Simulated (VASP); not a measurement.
# SiO2 (Fddd) in VASP: a series of runs

The runs below take SiO2 through single point, relaxation of shape and atoms at fixed volume, with PBE.

Program: VASP 6.6.1. These are calculated values, not measurements. Logs are shortened: lines on timing, memory, paths and dates and some standing lists are left out, and cuts for length are marked.

## (1) The cell of the first run

Symmetry: Fddd, No. 70, orthorhombic system. The conventional cell has a = 4.650 Å, b = 9.291 Å, c = 14.643 Å, α = 90.00°, β = 90.00°, γ = 90.00°. Si (site symmetry 2) has 4 O at 1.59 to 1.62 Å within 2.1 Å. Within 2.1 Å of O (site symmetry -1) lie 2 Si at 1.59 Å. O (site symmetry 2) has 2 Si at 1.62 Å within 2.2 Å.

## (2) Single point, PBE

Contents of INCAR:

```
ALGO     = Normal         # electronic algorithm
EDIFF    = 1E-7           # SCF threshold, eV
ENCUT    = 520            # plane-wave cutoff, eV
GGA      = PE             # functional
ISIF     = 2              # what is computed and relaxed
ISMEAR   = 0              # smearing method
LASPH    = True           # aspherical terms in the spheres
LCHARG   = False          # write CHGCAR
LREAL    = False          # projectors in reciprocal space
LWAVE    = False          # write WAVECAR
NBANDS   = 44             # bands
NELM     = 60             # most SCF steps
PREC     = Accurate       # precision mode
SIGMA    = 0.02           # smearing width, eV
```

Contents of KPOINTS:

```
k-points
0
Gamma
  6 6 6
```

Contents of POSCAR:

```
SiO2
1.0
    0.0000000000      4.6456619663      7.3214615874
    2.3248097724      0.0000000000      7.3214615874
    2.3248097724      4.6456619663      0.0000000000
Si O
4 8
Direct
    0.5622160876      0.5622160876      0.9377839124
    0.3122160876      0.3122160876      0.6877839124
    0.6877839124      0.6877839124      0.3122160876
    0.9377839124      0.9377839124      0.5622160876
    0.6250000000      0.1250000000      0.6250000000
    0.6250000000      0.6250000000      0.1250000000
    0.6250000000      0.6250000000      0.6250000000
    0.1250000000      0.6250000000      0.6250000000
    0.1787091431      0.8212908569      0.1787091431
    0.8212908569      0.1787091431      0.8212908569
    0.4287091431      0.0712908569      0.4287091431
    0.0712908569      0.4287091431      0.0712908569
```

Potentials or basis: VASP PAW PBE potentials, release 64 (Si, O).

Started as:

```sh
> cat potpaw_PBE.64/Si/POTCAR potpaw_PBE.64/O/POTCAR > POTCAR
> mpirun -np 1 vasp_std > vasp.out
```

OUTCAR:

```text
EDIFF = 1E-7
   ENCUT = 520
   GGA = PE
   ISIF = 2
   ISMEAR = 0
   LASPH = True
   LREAL = False
   NELM = 60
   PREC = Accurate

 ion  position               nearest neighbor table
   1  0.562  0.562  0.938-   6 1.59   7 1.59  10 1.62   9 1.62   4 2.95   4 2.95
   2  0.312  0.312  0.688-   5 1.59   8 1.59  11 1.62  12 1.62   3 2.95   3 2.95
   3  0.688  0.688  0.312-   6 1.59   7 1.59  11 1.62  12 1.62   2 2.95   2 2.95
   4  0.938  0.938  0.562-   5 1.59   8 1.59  10 1.62   9 1.62   1 2.95   1 2.95
   5  0.625  0.125  0.625-   2 1.59   4 1.59
   6  0.625  0.625  0.125-   1 1.59   3 1.59
   7  0.625  0.625  0.625-   1 1.59   3 1.59
   8  0.125  0.625  0.625-   2 1.59   4 1.59
   9  0.179  0.821  0.179-   1 1.62   4 1.62
  10  0.821  0.179  0.821-   1 1.62   4 1.62
  11  0.429  0.071  0.429-   2 1.62   3 1.62
  12  0.071  0.429  0.071-   2 1.62   3 1.62

  LATTYP: Found a face centered orthorhombic cell.
 ALAT       =     4.6496195448
 B/A-ratio  =     1.9982976764
 C/A-ratio  =     3.1492734048

  Lattice vectors:

 A1 = (   0.0000000000,   4.6456619663,   7.3214615874)
 A2 = (   2.3248097724,   0.0000000000,   7.3214615874)
 A3 = (   2.3248097724,   4.6456619663,   0.0000000000)

Analysis of symmetry for initial positions (statically):
=====================================================================
 Subroutine PRICEL returns:
 Original cell was already a primitive cell.

 Routine SETGRP: Setting up the symmetry group for a
 face centered orthorhombic supercell.

 Subroutine GETGRP returns: Found  8 space group operations
 (whereof  4 operations were pure point group operations)
 out of a pool of  8 trial point group operations.

The static configuration has the point symmetry D_2 .
 The point group associated with its full space group is D_2h.

Analysis of symmetry for dynamics (positions and initial velocities):
=====================================================================
 Subroutine PRICEL returns:
 Original cell was already a primitive cell.

 Routine SETGRP: Setting up the symmetry group for a
 face centered orthorhombic supercell.

 Subroutine GETGRP returns: Found  8 space group operations
 (whereof  4 operations were pure point group operations)
 out of a pool of  8 trial point group operations.

The dynamic configuration has the point symmetry D_2 .
 The point group associated with its full space group is D_2h.

 Subroutine INISYM returns: Found  8 space group operations
 (whereof  4 operations are pure point group operations),
 and found     1 'primitive' translations

----------------------------------------------------------------------------------------

                                     Primitive cell

  volume of cell :     158.1477

  direct lattice vectors                    reciprocal lattice vectors
     0.000000000  4.645661966  7.321461587    -0.215071360  0.107627288  0.068292375
     2.324809772  0.000000000  7.321461587     0.215071360 -0.107627288  0.068292375
     2.324809772  4.645661966  0.000000000     0.215071360  0.107627288 -0.068292375

  length of vectors
     8.670984655  7.681701651  5.194893222     0.250006343  0.250006343  0.250006343

  position of ions in fractional coordinates (direct lattice)
     0.562216088  0.562216088  0.937783912
     0.312216088  0.312216088  0.687783912
     0.687783912  0.687783912  0.312216088
     0.937783912  0.937783912  0.562216088
     0.625000000  0.125000000  0.625000000
     0.625000000  0.625000000  0.125000000
     0.625000000  0.625000000  0.625000000
     0.125000000  0.625000000  0.625000000
     0.178709143  0.821290857  0.178709143
     0.821290857  0.178709143  0.821290857
     0.428709143  0.071290857  0.428709143
     0.071290857  0.428709143  0.071290857

  ion indices of the primitive-cell ions
   primitive index   ion index
                 1           1
                 2           2
                 3           3
                 4           4
                 5           5
                 6           6
                 7           7
                 8           8
                 9           9
                10          10
                11          11
                12          12

----------------------------------------------------------------------------------------

 KPOINTS: k-points

Automatic generation of k-mesh.
 Grid dimensions read from file:
 generate k-points for:    6    6    6

 Generating k-lattice:

  Cartesian coordinates                     Fractional coordinates (reciprocal lattice)
    -0.035845227  0.017937881  0.011382062     0.166666667  0.000000000  0.000000000
     0.035845227 -0.017937881  0.011382062     0.000000000  0.166666667 -0.000000000
     0.035845227  0.017937881 -0.011382062     0.000000000 -0.000000000  0.166666667

  Length of vectors
     0.041667724  0.041667724  0.041667724

  Shift w.r.t. Gamma in fractional coordinates (k-lattice)
     0.000000000  0.000000000  0.000000000

 Subroutine IBZKPT returns following result:
 ===========================================

 Found     46 irreducible k-points:

 Following reciprocal coordinates:
            Coordinates               Weight
  0.000000  0.000000  0.000000      1.000000
  0.166667 -0.000000  0.000000      8.000000
  0.333333  0.000000  0.000000      8.000000
  0.500000 -0.000000  0.000000      4.000000
  0.166667  0.166667  0.000000      2.000000
  0.333333  0.166667  0.000000      8.000000
[... 16 lines left out ...]
 -0.166667  0.166667  0.166667      8.000000
  0.500000  0.333333  0.166667      4.000000
 [... further k-points ...]
   k-points           NKPTS =     46   k-points in BZ     NKDIM =     46   number of bands    NBANDS=     44
   number of dos      NEDOS =    301   number of ions     NIONS =     12
   total plane-waves  NPLWV = 153600
   dimension x,y,z NGX =    64 NGY =   60 NGZ =   40
   dimension x,y,z NGXF=   128 NGYF=  120 NGZF=   80
   ions per type =               4   8
   NGX,Y,Z   is equivalent  to a cutoff of  12.27, 12.99, 12.80 a.u.
   NGXF,Y,Z  is equivalent  to a cutoff of  24.54, 25.97, 25.60 a.u.
 SYSTEM =  unknown system
   PREC   = accura    normal or accurate (medium, high low for compatibility)
   ISTART =      0    job   : 0-new  1-cont  2-samecut
   ICHARG =      2    charge: 1-file 2-atom 10-const
   ISPIN  =      1    spin polarized calculation?
   LNONCOLLINEAR =      F non collinear calculations
   LSORBIT =      F    spin-orbit coupling
   LASPH  =      T    aspherical Exc in radial PAW
   ENCUT  =  520.0 eV  38.22 Ry    6.18 a.u.  16.12 14.28  9.66*2*pi/ulx,y,z
   NELM   =     60;   NELMIN=  2; NELMDL= -5     # of ELM steps
   EDIFF  = 0.1E-06   stopping-criterion for ELM
   LREAL  =      F    real-space projection
   EDIFFG = 0.1E-05   stopping-criterion for IOM
   NSW    =      0    number of steps for IOM
   IBRION =     -1    ionic relax: 0-MD 1-quasi-New 2-CG
   NFREE  =      0    steps in history (QN), initial steepest desc. (CG)
   ISIF   =      2    stress and relaxation
   ISYM   =      2    0-nonsym 1-usesym 2-fastsym
   POTIM  = 0.5000    time-step for ionic-motion
   TEBEG  =    0.0;   TEEND  =   0.0 temperature during run
   PSTRESS=    0.0 pullay stress
   NELECT =      64.0000    total number of electrons
   NUPDOWN=      -1.0000    fix difference up-down
   EMIN   =  10.00;   EMAX   =-10.00  energy-range for DOS
   EFERMI =   0.00;   METHOD = LEGACY
   ISMEAR =     0;   SIGMA  =   0.02  broadening in eV -4-tet -1-fermi 0-gaus
   EFERMI_NEDOS =   21; number of points for ismear=-14 and -15
   IALGO  =     38    algorithm
   IMIX   =      4    mixing-type and parameters
     AMIX     =   0.40;   BMIX     =  1.00
     AMIX_MAG =   1.60;   BMIX_MAG =  1.00
  volume/ion in A,a.u.               =      13.18        88.94
  Fermi-wavevector in a.u.,A,eV,Ry     =   1.210916  2.288299 19.950449  1.466317
  Thomas-Fermi vector in A             =   2.346447
   LORBIT       =      0    0 simple, 1 ext, 2 COOP (PROOUT), +10 PAW based schemes
   GGA     = PE    functional components
   LHFCALC =     F    Hartree Fock is set to
   AEXX    =    0.0000 exact exchange contribution
   IVDW    =     0    specifies the selected vdW correction
   LEPSILON=     F    determine dielectric tensor
   LRPA    =     F    only Hartree local field effects (RPA)
 non-spin polarized calculation
 Gauss-broadening in eV      SIGMA  =   0.02
  energy-cutoff  :      520.00
  volume of cell :      158.15
 maximum number of plane-waves:      4311
   NGX = 33   NGY = 29   NGZ = 19

 number of electron      64.0000001 magnetization

 Free energy of the ion-electron system (eV)
  ---------------------------------------------------
  ext. energy  EPLUGINS =         0.00000000
  ---------------------------------------------------
  free energy    TOTEN  =       -94.50508665 eV

  energy without entropy =      -94.50508665  energy(sigma->0) =      -94.50508665

 E-fermi :   0.8736     XC(G=0):  -8.8982

 val. band max:        0.7109886172   @ k =   0.0000   0.0000   0.0000
 cond. band min:       6.5918033014   @ k =   0.0000   0.0000   0.0000
 fundamental gap:      5.8808146842
 Fermi energy:         0.8736288167

 k-point     1 :       0.0000    0.0000    0.0000
  band No.  band energies     occupation
      1     -18.7744      2.00000
      2     -17.8329      2.00000
      3     -17.8004      2.00000
      4     -16.6865      2.00000
      5     -16.6374      2.00000
      6     -16.5824      2.00000
[... 36 lines left out ...]
     43      12.5406      0.00000
     44      13.5848      0.00000

 k-point     2 :       0.1667   -0.0000    0.0000
  band No.  band energies     occupation
      1     -18.6795      2.00000
      2     -17.9362      2.00000
      3     -17.6715      2.00000
      4     -16.7533      2.00000
      5     -16.6737      2.00000
      6     -16.6285      2.00000
[... 36 lines left out ...]
     43      12.3461      0.00000
     44      12.8307      0.00000

 k-point     3 :       0.3333    0.0000    0.0000
  band No.  band energies     occupation
      1     -18.4350      2.00000
      2     -17.9742      2.00000
      3     -17.6114      2.00000
      4     -17.0862      2.00000
      5     -16.6651      2.00000
      6     -16.6494      2.00000
[... 36 lines left out ...]
     43      12.2898      0.00000
     44      12.7450      0.00000

 k-point     4 :       0.5000   -0.0000    0.0000
  band No.  band energies     occupation
      1     -18.2683      2.00000
      2     -17.8232      2.00000
      3     -17.8134      2.00000
      4     -17.2361      2.00000
      5     -16.6672      2.00000
      6     -16.6519      2.00000
[... 882 lines left out ...]
     43      12.4020      0.00000
     44      12.6883      0.00000

 k-point    23 :      -0.1667    0.1667    0.1667
  band No.  band energies     occupation
      1     -18.2187      2.00000
      2     -18.0486      2.00000
      3     -17.5521      2.00000
      4     -17.3239      2.00000
      5     -16.6666      2.00000
      6     -16.6450      2.00000
[... 36 lines left out ...]
     43      12.0371      0.00000
     44      12.3539      0.00000

 k-point    24 :       0.5000    0.3333    0.1667
  band No.  band energies     occupation
      1     -18.6026      2.00000
      2     -18.2869      2.00000
      3     -17.2952      2.00000
      4     -16.8798      2.00000
      5     -16.6680      2.00000
      6     -16.6209      2.00000
[... 36 lines left out ...]
     43      13.0804      0.00000
     44      13.3600      0.00000

 [... further k-points ...]

------------------------ aborting loop because EDIFF is reached ----------------------------------------

  FORCE on cell =-STRESS in cart. coord.  units (eV):
  Direction    XX          YY          ZZ          XY          YZ          ZX
  --------------------------------------------------------------------------------------
  -------------------------------------------------------------------------------------
  Total        8.1516488      7.8670417      8.1108198      0.0000000      0.0000000      0.0000000
  in kB       82.5834893     79.7001650     82.1698552      0.0000000      0.0000000      0.0000000
  external PRESSURE =      81.4845032 kB  Pullay stress =       0.0000000 kB

 VOLUME and BASIS-vectors are now :
 -----------------------------------------------------------------------------
  energy-cutoff  :      520.00
  volume of cell :      158.15
      direct lattice vectors                 reciprocal lattice vectors
     0.000000000  4.645661966  7.321461587    -0.215071360  0.107627288  0.068292375
     2.324809772  0.000000000  7.321461587     0.215071360 -0.107627288  0.068292375
     2.324809772  4.645661966  0.000000000     0.215071360  0.107627288 -0.068292375

 POSITION                                       TOTAL-FORCE (eV/Angst)
 -----------------------------------------------------------------------------------
      3.48721      6.96849      8.23249         0.000000     -0.000000      0.045070
      2.32481      4.64566      4.57176        -0.000000      0.000000      0.045070
      2.32481      4.64566     10.07117        -0.000000      0.000000     -0.045070
      3.48721      6.96849     13.73190         0.000000     -0.000000     -0.045070
      1.74361      5.80708      5.49110         0.000000      0.000000      0.000000
      1.74361      3.48425      9.15183        -0.000000      0.000000      0.000000
      2.90601      5.80708      9.15183         0.000000      0.000000      0.000000
      2.90601      3.48425      5.49110        -0.000000      0.000000      0.000000
      2.32481      1.66044      7.32146         0.000000     -0.003645      0.000000
      2.32481      7.63088      7.32146         0.000000      0.003645      0.000000
      1.16240      3.98328      3.66073        -0.000000     -0.003645      0.000000
      1.16240      0.66239      3.66073        -0.000000      0.003645      0.000000
 -----------------------------------------------------------------------------------
    total drift:                                0.000000     -0.000000      0.000000

  FREE ENERGIE OF THE ION-ELECTRON SYSTEM (eV)
  ---------------------------------------------------
  free  energy   TOTEN  =       -94.5050866458 eV

  energy  without entropy=      -94.5050866458  energy(sigma->0) =      -94.50508665
```

Wall time 15 min (1 thread of Intel Xeon 8259CL, shared host); peak memory 0.52 GiB.

Results:

```yaml
Free_energy: -94.5051 eV
Pressure: 8.1 GPa
Largest_force: 0.045 eV/Å
Band_gap_on_the_k_mesh: 5.88 eV
```

Forces on the atoms (eV/Å):
```
Si   0.000  0.000  0.045
Si   0.000  0.000  0.045
Si   0.000  0.000 -0.045
Si   0.000  0.000 -0.045
O    0.000  0.000  0.000
O    0.000  0.000  0.000
O    0.000  0.000  0.000
O    0.000  0.000  0.000
O    0.000 -0.004  0.000
O    0.000  0.004  0.000
O    0.000 -0.004  0.000
O    0.000  0.004  0.000
```

Levels at points of the mesh, in eV from the valence-band top:
```tsv
k point	band 29	band 30	band 31	band 32	band 33	band 34	band 35	band 36
(0.00, 0.00, 0.00)	-0.49	-0.47	-0.04	0.00	5.88	8.40	8.56	8.76
(0.50, 0.00, 0.00)	-0.61	-0.54	-0.31	-0.25	8.41	8.94	9.24	9.77
(0.50, 0.50, 0.00)	-0.65	-0.65	-0.13	-0.13	7.05	7.05	8.90	8.90
(0.50, 0.00, 0.50)	-0.94	-0.94	-0.31	-0.31	7.93	7.93	9.59	9.59
(0.00, 0.50, 0.50)	-0.93	-0.93	-0.17	-0.17	8.28	8.28	9.21	9.21
```

Caveat: the cell stands under pressure. A k mesh can miss the band edges.

(Continued in part 2 of 2.)
